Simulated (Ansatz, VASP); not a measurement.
## Two plane-wave programs on SbPd3

```
Sb Pd
1.0
     0.00000    3.19388    3.19388
     3.19388    0.00000    3.19388
     3.19388    3.19388    0.00000
Sb Pd
1 3
Direct
  0.50000 0.50000 0.50000
  0.75000 0.75000 0.75000
  0.25000 0.25000 0.25000
  0.00000 0.00000 0.00000
```

Alike in both runs: task single point; functional LDA; k mesh 6 × 6 × 6; no spin polarisation.

```csv
,VASP,Ansatz
version,VASP 6.6.1,Ansatz 0.2.0
potentials or method,"VASP PAW LDA potentials, release 64 (Sb, Pd), cutoff 500 eV","plane waves, PAW"
occupations,"methfessel-paxton of order 1, width 0.15 eV","cold, width 0.15 eV"
valence electrons in the cell,35,69
```

```csv
,VASP,Ansatz,Ansatz less VASP
pressure (GPa),-8.1,-8.3,-0.20
```

LDA's correlation is that of Perdew and Zunger in VASP and of Perdew and Wang (1992) in Ansatz. VASP's potentials hold 35 valence electrons a cell and Ansatz's 69, so a difference there can come from the potentials and not from the codes. Ansatz's warnings: stress scf threshold loose.

Spin-orbit coupling is off throughout.
